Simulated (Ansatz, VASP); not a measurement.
**Two plane-wave programs on Si3N4**

```
Si N
1.0
     7.62465    0.00000    0.00000
    -3.81232    6.60314    0.00000
     0.00000    0.00000    2.91048
Si N
6 8
Direct
  0.76757 0.17395 0.25000
  0.59362 0.76757 0.75000
  0.82605 0.59362 0.25000
  0.23243 0.82605 0.75000
  0.40638 0.23243 0.25000
  0.17395 0.40638 0.75000
  0.02963 0.33000 0.25000
  0.69963 0.02963 0.75000
  0.67000 0.69963 0.25000
  0.97037 0.67000 0.75000
  0.30037 0.97037 0.25000
  0.33000 0.30037 0.75000
  0.66667 0.33333 0.25000
  0.33333 0.66667 0.75000
```

Alike in both runs: functional PBEsol; k mesh 6 × 6 × 8; no spin polarisation.

Ansatz relaxed the structure, and its values are those at the end. VASP's run is a single point on that final structure, the one shown.

|  | VASP | Ansatz |
| --- | --- | --- |
| version | VASP 6.6.1 | Ansatz 0.2.0 |
| potentials or method | VASP PAW PBE potentials, release 64 (Si, N), cutoff 520 eV | scalar-relativistic, plane waves, PAW |
| occupations | gaussian, width 0.01 eV | fixed |
| valence electrons in the cell | 64 | 64 |

|  | VASP | Ansatz | Ansatz less VASP |
| --- | --- | --- | --- |
| gap on the k mesh at the Fermi level (eV) | 4.19 | 4.20 | +0.010 |
| least direct gap on the mesh (eV) | 4.38 | 4.39 | +0.010 |
| pressure (GPa) | 0.2 | 0.0 | -0.21 |

VASP's potentials were made for PBE, not for PBEsol.
